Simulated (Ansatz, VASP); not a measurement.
One calculation of Mg, two programs

```
Mg
1.0
     3.20930    0.00000    0.00000
    -1.60465    2.77934    0.00000
     0.00000    0.00000    5.21030
Mg
2
Cartesian
  1.6047 0.9264 3.9077
  0.0000 1.8529 1.3026
```

Alike in both runs: task single point; functional PBE; k mesh 5 × 5 × 2; occupations fermi-dirac, width 0.02 eV; no spin polarisation.

|  | VASP | Ansatz |
| --- | --- | --- |
| version | VASP 6.6.1 | Ansatz 0.2.0 |
| potentials or method | VASP PAW PBE potentials, release 64 (Mg), cutoff 520 eV | all-electron LAPW, scalar-relativistic |

Ansatz gave:

```
gap on the k mesh at the Fermi level (eV)                     : none
pressure (GPa)                                                : -0.3
traceless stress, the component that is largest in VASP (GPa) : 1.92
```

Q: Which values does VASP return?

A: gap on the k mesh at the Fermi level (eV): none; pressure (GPa): -0.4; traceless stress, the component that is largest in VASP (GPa): 1.92.

A gap of «none» marks a metal or a gap that the smearing closes. Ansatz ran all-electron here, and VASP with PAW potentials.

The k mesh is coarse, so the values compare programs but aren't converged. Noted on Ansatz's run: the k mesh is thin for a metal, which can move the energy by tens of meV per atom.
